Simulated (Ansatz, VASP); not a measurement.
# Two plane-wave programs on Rb

The input POSCAR:

```
Rb
1.0
    7.9862372635      0.0000000000      0.0000000000
   -3.9931186318      6.9162843508      0.0000000000
    0.0000000000      0.0000000000      4.7591956800
Rb
3
Direct
    1.0000000000      1.0000000000      1.0000000000
    0.3333333333      0.6666666667      0.5000000000
    0.6666666667      0.3333333333      0.5000000000
```

The input INCAR.step1:

```
SYSTEM = Rb
PREC = Accurate
ENCUT = 520
ISMEAR = -1
SIGMA = 0.1
LREAL = .FALSE.
LASPH = .TRUE.
NELM = 100
NBANDS = 20
GGA = PE
ALGO = Normal
EDIFF = 1E-4
LWAVE = .TRUE.
LCHARG = .FALSE.
```

The input INCAR.step2:

```
SYSTEM = Rb
PREC = Accurate
ENCUT = 520
EDIFF = 1E-6
ISMEAR = -1
SIGMA = 0.1
LREAL = .FALSE.
LASPH = .TRUE.
NELM = 100
ALGO = Normal
ISIF = 2
LWAVE = .FALSE.
LCHARG = .TRUE.
METAGGA = R2SCAN
LMIXTAU = .TRUE.
LELF = .TRUE.
LVHAR = .TRUE.
NBANDS = 20
ISTART = 1
```

KPOINTS

```
Automatic mesh
0
G
  5 5 7
  0 0 0
```

Input for Ansatz:

```yaml
crystal:
  lattice:
    - [7.9862372635, 0.0, 0.0]
    - [-3.9931186318, 6.9162843508, 0.0]
    - [0.0, 0.0, 4.75919568]
  atoms:
    - { symbol: Rb, position: [1.0, 1.0, 1.0] }
    - { symbol: Rb, position: [0.3333333333, 0.6666666667, 0.5] }
    - { symbol: Rb, position: [0.6666666667, 0.3333333333, 0.5] }
hamiltonian:
  xc: r2scan
  pseudopotentials:
    kind: paw
    azcp:
      Rb: "pseudopotentials/Rb.paw.azcp"
basis:
  ecutwfc: 500
  fft_grid_basis: typed
kpoints:
  mp_grid: { grid: [5, 5, 7], shift: [0, 0, 0] }
magnetization:
  spin_polarized: false
scf:
  occupations: { method: fermi_dirac, width: 0.1 }
  lower_state_search: "off"
output:
  stress: true
```

Alike in both runs: task single point; functional r2SCAN; k mesh 5 × 5 × 7; occupations fermi-dirac, width 0.1 eV; no spin polarisation.

```csv
,VASP,Ansatz
version,VASP 6.6.1,Ansatz 0.2.0
potentials or method,"VASP PAW PBE potentials, release 64 (Rb_sv), cutoff 520 eV","plane waves (500 eV) with PAW, scalar-relativistic"
valence electrons in the cell,27,27
```

```csv
,VASP,Ansatz,Ansatz less VASP
pressure (GPa),0.3,0.3,-0.01
```

VASP's potentials were made for PBE, not for r2SCAN.
